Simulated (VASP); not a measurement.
A run of VASP 6.6.1 is set up as follows.

The input INCAR:

```
PREC     = Accurate       # precision mode
ENCUT    = 520            # plane-wave cutoff, eV
EDIFF    = 1E-6           # SCF threshold, eV
ISMEAR   = -1             # smearing method
SIGMA    = 0.02           # smearing width, eV
LREAL    = False          # projectors in reciprocal space
LASPH    = True           # aspherical terms in the spheres
NELM     = 60             # most SCF steps
ALGO     = Normal         # electronic algorithm
ISIF     = 2              # what is computed and relaxed
LWAVE    = False          # write WAVECAR
LCHARG   = False          # write CHGCAR
GGA      = PE             # functional
NBANDS   = 24             # bands
```

File KPOINTS:

```
regular mesh
0
Gamma
  6 6 4
```

File POSCAR:

```
KScS2
1.0
    4.0352596641      0.0000000000      0.0000000000
    0.0000000000      4.0352596641      0.0000000000
    0.0000000000      0.0000000000      5.4654928633
K S Sc
1 2 1
Direct
    0.0000000000      0.0000000000      0.0000000000
    0.0000000000      0.0000000000      0.5000000000
    0.5000000000      0.5000000000      0.0000000000
    0.5000000000      0.5000000000      0.5000000000
```

Potentials or basis: VASP PAW PBE potentials, release 64 (K_sv, S, Sc_sv).

Command:

```console
$ cat potpaw_PBE.64/K_sv/POTCAR potpaw_PBE.64/S/POTCAR potpaw_PBE.64/Sc_sv/POTCAR > POTCAR
$ mpirun -np 1 vasp_std > vasp.out
```

(1) Predict the band gap on the k mesh.

(2) What does it give for the pressure?

## Answers

(1) 0.04 eV, direct.

(2) 0.8 GPa.
